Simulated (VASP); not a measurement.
SrO, 2 atoms in the cell. Symmetry: Imm2, No. 44, orthorhombic system. The conventional cell has a = 3.634 Å, b = 5.140 Å, c = 3.634 Å, α = 90.00°, β = 90.00°, γ = 90.00°. Sr (site symmetry mm2) has 6 O at 2.45 to 2.70 Å within 3.2 Å. Within 3.2 Å of O (site symmetry mm2) lie 6 Sr at 2.45 to 2.70 Å.  This cell differs from its parent crystal: all O atoms moved +0.175 Å, as atom 2 towards its neighbour atom 2 (O) at 3.634 Å.

```yaml
Program: VASP 6.6.1
Task: single point
Functional: r2SCAN
Potentials_or_basis: VASP PAW PBE potentials, release 64 (Sr_sv, O)
Cutoff: 520 eV
k_mesh: 8 × 8 × 8
Occupations: gaussian, width 0.05 eV
Spin: no spin polarisation
Dipole_correction: no
Further_INCAR_settings: ALGO = Normal; EDIFF = 1e-06; NBANDS = 15
```

Potentials or basis: VASP PAW PBE potentials, release 64 (Sr_sv, O).

The run is started by

```sh
$ cat potpaw_PBE.64/Sr_sv/POTCAR potpaw_PBE.64/O/POTCAR > POTCAR
$ cp INCAR.step1 INCAR
$ mpirun -np 1 vasp_std > vasp.out
$ cp INCAR.step2 INCAR
$ mpirun -np 1 vasp_std > vasp.out
```

Hardware: 1 thread of AMD EPYC 9R45 96-Core Processor (Zen 5), on a shared host.

Q: How long does it take, and how much memory?

A: Wall time 2.1 min on 1 thread of AMD EPYC 9R45 96-Core Processor (Zen 5), with other jobs on the host, peak memory 0.17 GiB. Counts: k points 95.
